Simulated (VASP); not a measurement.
ScZn3: single point with LDA

ScZn3:

```
Sc Zn
1.0
     0.00000    3.15639    3.15639
     3.15639    0.00000    3.15639
     3.15639    3.15639    0.00000
Sc Zn
1 3
Direct
  0.00000 0.00000 0.00000
  0.25000 0.25000 0.25000
  0.75000 0.75000 0.75000
  0.50000 0.50000 0.50000
```

```
Program                : VASP 6.6.1
Task                   : single point
Functional             : LDA
Potentials or basis    : VASP PAW LDA potentials, release 64 (Sc_sv, Zn)
Cutoff                 : 520 eV
k mesh                 : 6 × 6 × 6
Occupations            : fermi-dirac, width 0.15 eV
Spin                   : no spin polarisation
Dipole correction      : no
Further INCAR settings : ALGO = Normal; EDIFF = 1e-06; NBANDS = 32
```

| Item | Value |
| --- | --- |
| Pressure | -5.6 GPa |

Levels at points of the mesh, in eV from the Fermi level:
| k point | band 22 | band 23 | band 24 | band 25 | band 26 | band 27 |
| --- | --- | --- | --- | --- | --- | --- |
| (0.00, 0.00, 0.00) | -0.82 | -0.82 | 1.43 | 1.53 | 1.53 | 2.96 |
| (0.50, 0.00, 0.00) | -1.16 | -1.16 | 1.13 | 1.14 | 1.59 | 1.59 |
| (0.50, 0.50, 0.00) | -2.83 | -1.68 | -1.68 | 1.32 | 1.59 | 1.59 |

Wall time 14 s on 1 thread of Intel(R) Xeon(R) 6975P-C (Granite Rapids), on a shared host, peak memory 0.18 GiB.
